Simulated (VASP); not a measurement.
Crystal: Ir.

```
Ir
1.0
     0.00000    1.91560    1.91560
     1.91560    0.00000    1.91560
     1.91560    1.91560    0.00000
Ir
1
Direct
  0.00000 0.00000 0.00000
```

Base run:

```yaml
Program: VASP 6.6.1
Functional: r2SCAN
Potentials_or_basis: VASP PAW PBE potentials, release 64 (Ir_sv_GW)
Cutoff: 620 eV
k_mesh: 9 × 9 × 9
Occupations: fermi-dirac, width 0.05 eV
Spin: non-collinear spin, zero start, spin-orbit coupling
Starting_moments: "[[0.0, 0.0, 0.0]] μB"
```

Its results: pressure 4.4 GPa; net moment 0.00 μB per cell.

Problem. The run is repeated on the same cell with these changes: functional from r2SCAN to PBE; cutoff from 620 eV to 560 eV; k mesh from 9 × 9 × 9 to 12 × 12 × 12. What comes out?

Solution. Pressure 11.1 GPa; net moment 0.00 μB per cell.

Several settings changed at once.

Caveats: the cell stands under pressure; the PAW data sets were made with another functional, which shifts forces and pressure a little (at least some runs).
